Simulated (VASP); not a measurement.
# CrNi (R-3m) in VASP: a series of runs, part 2 of 2

VASP 6.6.1.

### 4 Single point, PBE

Input file INCAR:

```
SYSTEM = CrNi
ALGO     = Fast           ! electronic algorithm
EDIFF    = 1E-6           ! SCF threshold, eV
ENCUT    = 520            ! plane-wave cutoff, eV
GGA      = PE             ! functional
ISIF     = 2              ! what is computed and relaxed
ISMEAR   = 0              ! smearing method
LASPH    = .True.         ! aspherical terms in the spheres
LCHARG   = .False.        ! write CHGCAR
LREAL    = .False.        ! projectors in reciprocal space
LWAVE    = .False.        ! write WAVECAR
NBANDS   = 18             ! bands
NELM     = 100            ! most SCF steps
PREC     = Accurate       ! precision mode
SIGMA    = 0.1            ! smearing width, eV
```

Input file KPOINTS:

```
k-points
0
Gamma
  6 6 6
  0 0 0
```

Input file POSCAR:

```
CrNi
1.0
    1.2444927944      0.7185082499      4.1478027932
   -1.2444927944      0.7185082499      4.1478027932
    0.0000000000     -1.4370164998      4.1478027932
Cr Ni
1 1
Direct
    0.6500000000      0.0760000000      0.4530000000
    1.1500000000      0.5760000000      0.9530000000
```

Potentials or basis: VASP PAW PBE potentials, release 64 (Cr_pv, Ni).

Run with:

```console
$ cat potpaw_PBE.64/Cr_pv/POTCAR potpaw_PBE.64/Ni/POTCAR > POTCAR
$ mpirun -np 1 vasp_std > vasp.out
```

OUTCAR:

```text
SYSTEM = CrNi
   EDIFF = 1E-6
   ENCUT = 520
   GGA = PE
   ISIF = 2
   ISMEAR = 0
   LASPH = .True.
   LREAL = .False.
   NELM = 100
   PREC = Accurate

 ion  position               nearest neighbor table
   1  0.650  0.076  0.453-   2 2.52   2 2.52   2 2.52   2 2.52   2 2.52   2 2.52
   2  0.150  0.576  0.953-   1 2.52   1 2.52   1 2.52   1 2.52   1 2.52   1 2.52

  LATTYP: Found a trigonal (rhomboedric) cell.
 ALAT       =     4.3896793085
 COS(alpha) =     0.8392506664

  Lattice vectors:

 A1 = (   1.2444927944,   0.7185082499,   4.1478027932)
 A2 = (  -1.2444927944,   0.7185082499,   4.1478027932)
 A3 = (   0.0000000000,  -1.4370164998,   4.1478027932)

Analysis of symmetry for initial positions (statically):
=====================================================================
 Subroutine PRICEL returns:
 Original cell was already a primitive cell.

 Routine SETGRP: Setting up the symmetry group for a
 trigonal (rhombohedral) supercell.

 Subroutine GETGRP returns: Found 12 space group operations
 (whereof  1 operations were pure point group operations)
 out of a pool of 12 trial point group operations.

The static configuration has the point symmetry C_1 .
 The point group associated with its full space group is D_3d.

Analysis of symmetry for dynamics (positions and initial velocities):
=====================================================================
 Subroutine PRICEL returns:
 Original cell was already a primitive cell.

 Routine SETGRP: Setting up the symmetry group for a
 trigonal (rhombohedral) supercell.

 Subroutine GETGRP returns: Found 12 space group operations
 (whereof  1 operations were pure point group operations)
 out of a pool of 12 trial point group operations.

The dynamic configuration has the point symmetry C_1 .
 The point group associated with its full space group is D_3d.

 Subroutine INISYM returns: Found 12 space group operations
 (whereof  1 operations are pure point group operations),
 and found     1 'primitive' translations

----------------------------------------------------------------------------------------

                                     Primitive cell

  volume of cell :      22.2533

  direct lattice vectors                    reciprocal lattice vectors
     1.244492794  0.718508250  4.147802793     0.401770104  0.231962078  0.080363834
    -1.244492794  0.718508250  4.147802793    -0.401770104  0.231962078  0.080363834
     0.000000000 -1.437016500  4.147802793     0.000000000 -0.463924156  0.080363834

  length of vectors
     4.389679309  4.389679309  4.389679309     0.470833270  0.470833270  0.470833270

  position of ions in fractional coordinates (direct lattice)
     0.650000000  0.076000000  0.453000000
     0.150000000  0.576000000  0.953000000

  ion indices of the primitive-cell ions
   primitive index   ion index
                 1           1
                 2           2

----------------------------------------------------------------------------------------

 KPOINTS: k-points

Automatic generation of k-mesh.
 Grid dimensions read from file:
 generate k-points for:    6    6    6

 Generating k-lattice:

  Cartesian coordinates                     Fractional coordinates (reciprocal lattice)
     0.066961684  0.038660346  0.013393972     0.166666667  0.000000000  0.000000000
    -0.066961684  0.038660346  0.013393972     0.000000000  0.166666667  0.000000000
     0.000000000 -0.077320693  0.013393972     0.000000000  0.000000000  0.166666667

  Length of vectors
     0.078472212  0.078472212  0.078472212

  Shift w.r.t. Gamma in fractional coordinates (k-lattice)
     0.000000000  0.000000000  0.000000000

 Subroutine IBZKPT returns following result:
 ===========================================

 Found     32 irreducible k-points:

 Following reciprocal coordinates:
            Coordinates               Weight
  0.000000  0.000000  0.000000      1.000000
  0.166667  0.000000 -0.000000      6.000000
  0.333333  0.000000 -0.000000      6.000000
  0.500000  0.000000 -0.000000      3.000000
  0.166667  0.166667 -0.000000      6.000000
  0.333333  0.166667 -0.000000     12.000000
[... 16 lines left out ...]
  0.500000  0.500000  0.166667      6.000000
 -0.333333  0.500000  0.166667     12.000000
 [... further k-points ...]
   k-points           NKPTS =     32   k-points in BZ     NKDIM =     32   number of bands    NBANDS=     18
   number of dos      NEDOS =    301   number of ions     NIONS =      2
   total plane-waves  NPLWV =  46656
   dimension x,y,z NGX =    36 NGY =   36 NGZ =   36
   dimension x,y,z NGXF=    72 NGYF=   72 NGZF=   72
   ions per type =               1   1
   NGX,Y,Z   is equivalent  to a cutoff of  13.63, 13.63, 13.63 a.u.
   NGXF,Y,Z  is equivalent  to a cutoff of  27.27, 27.27, 27.27 a.u.
 SYSTEM =  CrNi
   PREC   = accura    normal or accurate (medium, high low for compatibility)
   ISTART =      0    job   : 0-new  1-cont  2-samecut
   ICHARG =      2    charge: 1-file 2-atom 10-const
   ISPIN  =      1    spin polarized calculation?
   LNONCOLLINEAR =      F non collinear calculations
   LSORBIT =      F    spin-orbit coupling
   LASPH  =      T    aspherical Exc in radial PAW
   ENCUT  =  520.0 eV  38.22 Ry    6.18 a.u.   8.16  8.16  8.16*2*pi/ulx,y,z
   NELM   =    100;   NELMIN=  2; NELMDL= -5     # of ELM steps
   EDIFF  = 0.1E-05   stopping-criterion for ELM
   LREAL  =      F    real-space projection
   EDIFFG = 0.1E-04   stopping-criterion for IOM
   NSW    =      0    number of steps for IOM
   IBRION =     -1    ionic relax: 0-MD 1-quasi-New 2-CG
   NFREE  =      0    steps in history (QN), initial steepest desc. (CG)
   ISIF   =      2    stress and relaxation
   ISYM   =      2    0-nonsym 1-usesym 2-fastsym
   POTIM  = 0.5000    time-step for ionic-motion
   TEBEG  =    0.0;   TEEND  =   0.0 temperature during run
   PSTRESS=    0.0 pullay stress
   NELECT =      22.0000    total number of electrons
   NUPDOWN=      -1.0000    fix difference up-down
   EMIN   =  10.00;   EMAX   =-10.00  energy-range for DOS
   EFERMI =   0.00;   METHOD = LEGACY
   ISMEAR =     0;   SIGMA  =   0.10  broadening in eV -4-tet -1-fermi 0-gaus
   EFERMI_NEDOS =   21; number of points for ismear=-14 and -15
   IALGO  =     68    algorithm
   IMIX   =      4    mixing-type and parameters
     AMIX     =   0.40;   BMIX     =  1.00
     AMIX_MAG =   1.60;   BMIX_MAG =  1.00
  volume/ion in A,a.u.               =      11.13        75.09
  Fermi-wavevector in a.u.,A,eV,Ry     =   1.630865  3.081887 36.187676  2.659719
  Thomas-Fermi vector in A             =   2.723095
   LORBIT       =      0    0 simple, 1 ext, 2 COOP (PROOUT), +10 PAW based schemes
   GGA     = PE    functional components
   LHFCALC =     F    Hartree Fock is set to
   AEXX    =    0.0000 exact exchange contribution
   IVDW    =     0    specifies the selected vdW correction
   LEPSILON=     F    determine dielectric tensor
   LRPA    =     F    only Hartree local field effects (RPA)
 non-spin polarized calculation
 RMM-DIIS sequential band-by-band and
 Gauss-broadening in eV      SIGMA  =   0.10
  energy-cutoff  :      520.00
  volume of cell :       22.25
 maximum number of plane-waves:       609
 NGX is ok and might be reduce to    36
   NGX = 17   NGY = 17   NGZ = 17

 number of electron      22.0000002 magnetization

 Free energy of the ion-electron system (eV)
  ---------------------------------------------------
  ext. energy  EPLUGINS =         0.00000000
  ---------------------------------------------------
  free energy    TOTEN  =       -14.69358779 eV

  energy without entropy =      -14.67999374  energy(sigma->0) =      -14.68679076

 E-fermi :  10.3881     XC(G=0): -13.5186

 val. band max:       10.3725940854   @ k =  -0.1667   0.3333   0.1667
 cond. band min:      10.4496897760   @ k =   0.5000   0.5000  -0.0000
 fundamental gap:      0.0770956906
 Fermi energy:        10.3881118879

 k-point     1 :       0.0000    0.0000    0.0000
  band No.  band energies     occupation
      1     -32.8528      2.00000
      2     -32.2092      2.00000
      3     -32.2092      2.00000
      4       1.7605      2.00000
      5       5.7292      2.00000
      6       8.2422      2.00000
[... 10 lines left out ...]
     17      17.8667      0.00000
     18      30.5322      0.00000
[... 463 lines left out ...]
 k-point    24 :      -0.3333    0.5000    0.1667
  band No.  band energies     occupation
      1     -32.9289      2.00000
      2     -32.7248      2.00000
      3     -32.5099      2.00000
      4       6.0873      2.00000
      5       6.3559      2.00000
      6       6.8134      2.00000
[... 10 lines left out ...]
     17      18.7794      0.00000
     18      21.9790      0.00000

 [... further k-points ...]
[... 5 lines left out ...]
  --------------------------------------------------------------------------------------
  -------------------------------------------------------------------------------------
  Total       -0.0171406     -0.0171406      0.6890543      0.0000000      0.0000000      0.0000000
  in kB       -1.2340784     -1.2340784     49.6101487      0.0000000      0.0000000      0.0000000
  external PRESSURE =      15.7139973 kB  Pullay stress =       0.0000000 kB

 VOLUME and BASIS-vectors are now :
 -----------------------------------------------------------------------------
  energy-cutoff  :      520.00
  volume of cell :       22.25
      direct lattice vectors                 reciprocal lattice vectors
     1.244492794  0.718508250  4.147802793     0.401770104  0.231962078  0.080363834
    -1.244492794  0.718508250  4.147802793    -0.401770104  0.231962078  0.080363834
     0.000000000 -1.437016500  4.147802793     0.000000000 -0.463924156  0.080363834

 POSITION                                       TOTAL-FORCE (eV/Angst)
 -----------------------------------------------------------------------------------
      0.71434     -0.12933      4.89026         0.000000      0.000000      0.000000
     -0.53015     -0.84784      6.96416         0.000000     -0.000000     -0.000000
 -----------------------------------------------------------------------------------
    total drift:                               -0.000002     -0.000000     -0.000001

  FREE ENERGIE OF THE ION-ELECTRON SYSTEM (eV)
  ---------------------------------------------------
  free  energy   TOTEN  =       -14.6935877903 eV

  energy  without entropy=      -14.6799937370  energy(sigma->0) =      -14.68679076
```

Wall time 46 s (1 thread of AMD EPYC 7R13 (Zen 3), shared host); peak memory 0.18 GiB.

What came out:

- Free energy: -14.6936 eV
- Pressure: 1.6 GPa
- Band gap on the k mesh: zero (band 11 reaches 10.62 eV, above the bottom of band 12 at 9.68 eV)

Levels at points of the mesh, in eV from the Fermi level:
```tsv
k point	band 8	band 9	band 10	band 11	band 12	band 13	band 14	band 15
(0.00, 0.00, 0.00)	-1.86	-1.61	-1.61	-0.21	-0.05	-0.05	1.60	1.60
(0.50, 0.00, 0.00)	-2.33	-1.60	-1.11	-0.36	0.64	2.68	2.84	4.43
(0.50, 0.50, 0.00)	-1.86	-0.37	0.06	0.16	1.32	1.58	2.69	3.03
(0.50, 0.50, 0.50)	-2.04	-1.71	-1.25	-1.25	-0.38	-0.38	1.33	1.33
```

Caveat: the k points lie up to 0.49 Å⁻¹ apart; the run has no spin polarisation, though such a crystal can be magnetic. Spin polarisation is off, so any magnetic state and its effect on volume and gap are missing.

### 5 Single point, PBE

Input file INCAR:

```
SYSTEM = CrNi
ALGO = Normal
EDIFF = 1E-6
ENCUT = 520
GGA = PE
ISIF = 2
ISMEAR = 0
LASPH = .True.
LCHARG = .True.
LELF = .True.
LREAL = .False.
LVHAR = .True.
LWAVE = .False.
NBANDS = 18
NELM = 100
PREC = Accurate
SIGMA = 0.0018
```

KPOINTS is that of step 4.

Input file POSCAR:

```
CrNi
1.0
    1.2444927944      0.7185082499      4.1478027932
   -1.2444927944      0.7185082499      4.1478027932
    0.0000000000     -1.4370164998      4.1478027932
Cr Ni
1 1
Direct
    0.0000000000      0.0000000000      0.0000000000
    0.5000000000      0.5000000000      0.5000000000
```

Run with:

```console
$ cat potpaw_PBE.64/Cr_pv/POTCAR potpaw_PBE.64/Ni/POTCAR > POTCAR
$ mpirun -np 1 vasp_std > vasp.out
```

Wall time 42 s (1 thread of AMD EPYC 7R13 (Zen 3), shared host); peak memory 0.17 GiB.

The run converged. Its results:

```yaml
Free_energy: -14.6866 eV
Pressure: 1.4 GPa
Band_gap_on_the_k_mesh: zero (band 11 reaches 10.62 eV, above the bottom of band 12 at 9.69 eV)
```

Stress tensor (GPa, compression positive):
```
-0.46  0.00  0.00
 0.00 -0.46  0.00
 0.00  0.00  5.09
```

Levels at points of the mesh, in eV from the Fermi level:
| k point | band 7 | band 8 | band 9 | band 10 | band 11 | band 12 | band 13 | band 14 | band 15 | band 16 |
| --- | --- | --- | --- | --- | --- | --- | --- | --- | --- | --- |
| (0.00, 0.00, 0.00) | -2.14 | -1.84 | -1.59 | -1.59 | -0.19 | -0.02 | -0.02 | 1.63 | 1.63 | 7.25 |
| (0.50, 0.00, 0.00) | -2.94 | -2.31 | -1.58 | -1.09 | -0.36 | 0.66 | 2.71 | 2.86 | 4.44 | 7.25 |
| (0.50, 0.50, 0.00) | -1.99 | -1.84 | -0.36 | 0.08 | 0.18 | 1.34 | 1.60 | 2.72 | 3.05 | 7.23 |
| (0.50, 0.50, 0.50) | -2.04 | -2.04 | -1.69 | -1.24 | -1.24 | -0.35 | -0.35 | 1.36 | 1.36 | 7.26 |

Caveat: the k points lie up to 0.49 Å⁻¹ apart; the run has no spin polarisation, though such a crystal can be magnetic. Spin polarisation is off, so any magnetic state and its effect on volume and gap are missing.

### 6 Single point, PBE, collinear spin, ferromagnetic start

Input file INCAR:

```
PREC = Accurate
ENCUT = 520
EDIFF = 1E-6
ISMEAR = 0
SIGMA = 0.1
LREAL = False
LASPH = True
NELM = 150
ALGO = Normal
ISIF = 2
LWAVE = False
LCHARG = True
ISPIN = 2
MAGMOM = 3 2
LORBIT = 11
LMAXMIX = 4
GGA = PE
LELF = True
LVHAR = True
NBANDS = 22
```

Input file KPOINTS:

```
Automatic mesh
0
Gamma
  6 6 6
```

POSCAR is that of step 5.

Potentials or basis: VASP PAW PBE potentials, release 64 (Cr_pv, Ni).

Run with:

```console
$ cat potpaw_PBE.64/Cr_pv/POTCAR potpaw_PBE.64/Ni/POTCAR > POTCAR
$ mpirun -np 1 vasp_std > vasp.out
```

Run time: 1.7 min. Hardware: 1 thread of AMD EPYC 7R13 (Zen 3), shared host; peak memory 0.22 GiB.

Results (log left out):

| Quantity | Value |
| --- | --- |
| Free energy | -14.6936 eV |
| Pressure | 1.5 GPa |
| Band gap on the k mesh | zero (filled and empty bands overlap) |
| Net moment | 0.00 μB per cell |
| Valence electrons inside the program's atomic spheres | Cr 11.01; Ni 9.41 |

Stress tensor (GPa, compression positive):
```
-0.24  0.00  0.00
 0.00 -0.24  0.00
 0.00  0.00  4.84
```

Levels at points of the mesh, in eV from the Fermi level:
Spin up:
| k point | band 7 | band 8 | band 9 | band 10 | band 11 | band 12 | band 13 | band 14 | band 15 | band 16 |
| --- | --- | --- | --- | --- | --- | --- | --- | --- | --- | --- |
| (0.00, 0.00, 0.00) | -2.15 | -1.86 | -1.61 | -1.61 | -0.21 | -0.05 | -0.05 | 1.60 | 1.60 | 7.22 |
| (0.50, 0.00, 0.00) | -2.96 | -2.33 | -1.60 | -1.11 | -0.36 | 0.64 | 2.68 | 2.84 | 4.43 | 7.23 |
| (0.50, 0.50, 0.00) | -2.01 | -1.86 | -0.37 | 0.06 | 0.16 | 1.32 | 1.58 | 2.69 | 3.03 | 7.21 |
| (0.50, 0.50, 0.50) | -2.04 | -2.04 | -1.71 | -1.25 | -1.25 | -0.38 | -0.38 | 1.33 | 1.33 | 7.23 |
Spin down:
```tsv
k point	band 7	band 8	band 9	band 10	band 11	band 12	band 13	band 14	band 15	band 16
(0.00, 0.00, 0.00)	-2.15	-1.86	-1.61	-1.61	-0.21	-0.05	-0.05	1.60	1.60	7.22
(0.50, 0.00, 0.00)	-2.96	-2.33	-1.60	-1.11	-0.36	0.64	2.68	2.84	4.43	7.23
(0.50, 0.50, 0.00)	-2.01	-1.86	-0.37	0.06	0.16	1.32	1.58	2.69	3.03	7.21
(0.50, 0.50, 0.50)	-2.04	-2.04	-1.71	-1.25	-1.25	-0.38	-0.38	1.33	1.33	7.23
```

Caveat: the k points lie up to 0.49 Å⁻¹ apart; the starting moments collapsed, and a magnetic state may lie lower.
